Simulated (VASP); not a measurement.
Here is a VASP 6.6.1 calculation.

The input INCAR:

```
SYSTEM = Mg3SnO
ALGO     = Normal         ! electronic algorithm
EDIFF    = 1E-6           ! SCF threshold, eV
ENCUT    = 520            ! plane-wave cutoff, eV
GGA      = PE             ! functional
ISIF     = 2              ! what is computed and relaxed
ISMEAR   = -1             ! smearing method
LASPH    = .TRUE.         ! aspherical terms in the spheres
LCHARG   = .FALSE.        ! write CHGCAR
LREAL    = .FALSE.        ! projectors in reciprocal space
LWAVE    = .FALSE.        ! write WAVECAR
NBANDS   = 21             ! bands
NELM     = 60             ! most SCF steps
PREC     = Accurate       ! precision mode
SIGMA    = 0.02           ! smearing width, eV
```

File KPOINTS:

```
k-points
0
G
  6 6 6
  0 0 0
```

File POSCAR:

```
Mg3SnO
1.0
    4.4748830946      0.0000000000      0.0000000000
    0.0000000000      4.4748830946      0.0000000000
    0.0000000000      0.0000000000      4.4748830946
Sn O Mg
1 1 3
Direct
    0.0000000000      0.0000000000      0.0000000000
    0.5000000000      0.5000000000      0.5000000000
    0.5000000000      0.5000000000      0.0000000000
    0.5000000000      0.0000000000      0.5000000000
    0.0000000000      0.5000000000      0.5000000000
```

Potentials or basis: VASP PAW PBE potentials, release 64 (Sn_d, O, Mg).

Launch:

```bash
$ cat potpaw_PBE.64/Sn_d/POTCAR potpaw_PBE.64/O/POTCAR potpaw_PBE.64/Mg/POTCAR > POTCAR
$ mpirun -np 1 vasp_std > vasp.out
```

Q: What does it give for the band gap on the k mesh?

A: Zero (band 13 reaches 5.56 eV, above the bottom of band 14 at 5.06 eV).

Q: Predict the pressure.

A: -3.9 GPa.

Caveat: spin-orbit coupling is left out, which moves the levels of the heavy elements.
